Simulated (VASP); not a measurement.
Wanted: the native input for a VASP 6.6.1 run.

```yaml
Task: single point
Functional: PBE
Potentials_or_basis: VASP PAW PBE potentials, release 64 (Sc_sv, B, F)
Cutoff: 520 eV
k_mesh: 6 × 6 × 2
Occupations: gaussian, width 0.1 eV
Spin: collinear spin
Starting_moments: "[0.0, 0.0, 0.0, 1.0, 1.0] μB"
Dipole_correction: no
Further_INCAR_settings: ALGO = Normal; EDIFF = 1e-07; NBANDS = 32
```

The structure of Sc2BF2 lies in POSCAR:

```
Sc2BF2
1.0
    3.2093796701      0.0000000000      0.0000000000
   -1.6046898350      2.7794043247      0.0000000000
    0.0000000000      0.0000000000      9.6771784550
Sc B F
2 1 2
Direct
    0.0000000000      0.0000000000      0.3442242982
    0.3333333333      0.6666666667      0.8162695975
    0.0000000000      0.0000000000      0.9797428873
    0.0000000000      0.0000000000      0.1273932911
    0.6666666667      0.3333333333      0.6972745758
```

One way to write it, as run:

INCAR

```
PREC = Accurate
ENCUT = 520
EDIFF = 1E-7
ISMEAR = 0
SIGMA = 0.1
LREAL = False
LASPH = True
NELM = 150
ALGO = Normal
ISIF = 2
LWAVE = False
LCHARG = False
ISPIN = 2
MAGMOM = 0 0 0 1 1
LORBIT = 11
LMAXMIX = 4
GGA = PE
NBANDS = 32
```

KPOINTS

```
regular mesh
0
Gamma
  6 6 2
```

Potentials or basis: VASP PAW PBE potentials, release 64 (Sc_sv, B, F).

Command:

```console
$ cat potpaw_PBE.64/Sc_sv/POTCAR potpaw_PBE.64/B/POTCAR potpaw_PBE.64/F/POTCAR > POTCAR
$ mpirun -np 1 vasp_std > vasp.out
```

Results of the run:

```yaml
Pressure: 0.2 GPa
Largest_force: 0.074 eV/Å
Net_moment: 0.91 μB per cell
Site_moments: Sc +0.36, +0.09; B +0.06; F +0.01, +0.00 μB
Valence_electrons_inside_the_program's_atomic_spheres: Sc 9.39, 9.51; B 1.68; F 6.14, 6.10
```

Caveat: the k points lie up to 0.38 Å⁻¹ apart; a moment this small can come from the mesh or the smearing.

It took 49 s on 1 thread of Intel(R) Xeon(R) 6975P-C (Granite Rapids), with other jobs on the host, peak memory 0.25 GiB.
